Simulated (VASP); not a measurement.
**SiBF: relaxation of cell and atoms with PBE**

SiBF:

```
CELL_PARAMETERS angstrom
2.18966 0.00000 0.00000
0.00000 3.70665 0.00000
0.00000 0.00000 5.25403
ATOMIC_POSITIONS crystal
Si 0.00000 0.50000 0.00000
B 0.00000 0.00000 0.50000
F 0.00000 0.00000 0.00000
```

The cell was built from a structure type or drawn by symmetry, and may not be a known phase.

| Property | Result |
| --- | --- |
| Program | VASP 6.6.1 |
| Task | relaxation of cell and atoms |
| Functional | PBE |
| Potentials or basis | VASP PAW PBE potentials, release 64 (Si, B, F) |
| Cutoff | 600 eV |
| k mesh | 8 × 6 × 4 |
| Occupations | gaussian, width 0.1 eV |
| Spin | no spin polarisation |
| Dipole correction | no |
| Further INCAR settings | ALGO = Normal; EDIFF = 1e-07; IBRION = 2; EDIFFG = -0.04; NSW = 90; ISIF = 3 |

```yaml
Relaxed_volume: 14.30 Å³/atom
Relaxed_cell: a = 2.195 Å, b = 3.720 Å, c = 5.253 Å, α = 90.00°, β = 90.00°, γ = 90.00°
Space_group_after_relaxing_to_0.1_Å: Pmmm (No. 47)
Energy_gained_by_relaxing: 0.1 meV/atom
Ionic_steps: 2
Pressure_after_relaxing: -0.2 GPa
Band_gap_on_the_k_mesh: zero (bands 7 and 8 overlap by 2.68 eV)
```

Stress tensor (GPa, compression positive):
```
-0.32  0.00  0.00
 0.00 -0.11  0.00
 0.00  0.00 -0.18
```

Step by step:
```
step  energy change (eV)  largest force (eV/Å)  pressure (GPa)  volume (Å³)
   1              0.0000                0.0000            0.44        42.64
   2             -0.0004                0.0000           -0.20        42.89
```

Final structure:
```yaml
crystal:
  lattice:
    - [2.19474, 0.00000, 0.00000]
    - [0.00000, 3.72007, 0.00000]
    - [0.00000, 0.00000, 5.25270]
  atoms:
    - { symbol: Si, position: [0.00000, 0.50000, 0.00000] }
    - { symbol: B, position: [0.00000, 0.00000, 0.50000] }
    - { symbol: F, position: [0.00000, 0.00000, 0.00000] }
```

Levels at points of the mesh, in eV from the Fermi level:
```csv
k point,band 4,band 5,band 6,band 7,band 8,band 9,band 10,band 11
"(0.00, 0.00, 0.00)",-8.37,-7.21,-4.27,-1.62,0.50,2.13,6.03,6.90
"(0.50, 0.00, 0.00)",-6.62,-3.09,-2.21,-2.18,0.66,2.90,4.27,4.71
"(0.00, 0.50, 0.00)",-7.31,-4.80,-4.26,-2.34,-1.52,0.43,2.28,9.47
"(0.50, 0.50, 0.00)",-6.50,-4.61,-2.28,-0.74,1.12,3.76,4.01,4.25
"(0.00, 0.00, 0.50)",-9.28,-6.12,-4.27,-0.67,-0.40,0.33,6.20,8.76
"(0.50, 0.00, 0.50)",-6.70,-2.81,-2.74,-1.08,-0.84,4.00,4.18,5.54
"(0.00, 0.50, 0.50)",-5.81,-4.55,-4.26,-4.13,-1.18,1.38,3.33,6.46
"(0.50, 0.50, 0.50)",-6.55,-4.59,-2.37,-0.33,1.47,2.12,3.29,4.98
```

It took 72 s on 1 thread of Oxide Virtual Turin-like Processor (shared host), peak memory 0.15 GiB.
